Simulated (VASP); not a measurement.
The system is LiF.

```
Li F
1.0
     2.55953    0.00000    0.00000
     0.00000    2.55953    0.00000
     0.00000    0.00000    2.55953
Li F
1 1
Direct
  0.00000 0.00000 0.00000
  0.50000 0.50000 0.50000
```

* Program: VASP 6.6.1
* Task: relaxation of cell and atoms
* Functional: BLYP
* Dispersion: D3(BJ)
* Potentials or basis: VASP PAW PBE potentials, release 64 (Li_sv, F)
* Cutoff: 600 eV
* k mesh: 8 × 8 × 8
* Occupations: methfessel-paxton, width 0.02 eV
* Spin: no spin polarisation

At the start: pressure -6.5 GPa; volume 8.38 Å³/atom.

Q: Where does the relaxation end?

A: Over 4 steps the energy falls by 16.8 meV/atom and the volume is 7.62 Å³/atom (-9.1 %); space group Pm-3m (No. 221, to 0.05 Å).

The path:
```csv
step,energy change (eV),largest force (eV/Å),pressure (GPa),volume (Å³)
1,0.0000,0.0000,-6.51,16.77
2,-0.0256,0.0000,-3.47,15.96
3,-0.0336,0.0000,-0.26,15.29
4,-0.0336,0.0000,-0.02,15.24
```

Final structure:
```yaml
crystal:
  lattice:
    - [2.47927, 0.00000, 0.00000]
    - [0.00000, 2.47927, 0.00000]
    - [0.00000, 0.00000, 2.47927]
  atoms:
    - { symbol: Li, position: [0.00000, 0.00000, 0.00000] }
    - { symbol: F, position: [0.50000, 0.50000, 0.50000] }
```

Caveat: the cutoff is under 1.25 times the usual one of these potentials, so pressure, stress and relaxed cells hold a basis-set (Pulay) error; the PAW data sets were made with another functional, which shifts forces and pressure a little.
